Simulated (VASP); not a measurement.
A run of VASP 6.6.1 is set up as follows.

Contents of INCAR:

```
SYSTEM = AlCo3
ALGO = Normal
EDIFF = 1E-6
ENCUT = 520
GGA = PS
ISIF = 2
ISMEAR = 0
ISPIN = 2
LASPH = .True.
LCHARG = .False.
LMAXMIX = 4
LORBIT = 11
LREAL = .False.
LWAVE = .False.
MAGMOM = 0 1.45 1.45 1.45
NBANDS = 27
NELM = 150
PREC = Accurate
SIGMA = 0.15
```

KPOINTS

```
k-points
0
Gamma
  14 14 14
  0 0 0
```

Contents of POSCAR:

```
AlCo3
1.0
    3.5293180045      0.0000000000      0.0000000000
    0.0000000000      3.5293180045      0.0000000000
    0.0000000000      0.0000000000      3.5293180045
Al Co
1 3
Direct
    0.0000000000      0.0000000000      0.0000000000
    0.5000000000      0.5000000000      0.0000000000
    0.5000000000      0.0000000000      0.5000000000
    0.0000000000      0.5000000000      0.5000000000
```

Potentials or basis: VASP PAW PBE potentials, release 64 (Al, Co).

Launch:

```console
$ cat potpaw_PBE.64/Al/POTCAR potpaw_PBE.64/Co/POTCAR > POTCAR
$ mpirun -np 1 vasp_std > vasp.out
```

**Question.** Estimate the pressure.

**Answer.** -0.3 GPa.

**Question.** Predict the net moment.

**Answer.** 3.75 μB per cell.

**Question.** Predict the site moments.

**Answer.** Al -0.04; Co +1.28 μB.

Caveat: the PAW data sets were made with another functional, which shifts forces and pressure a little.
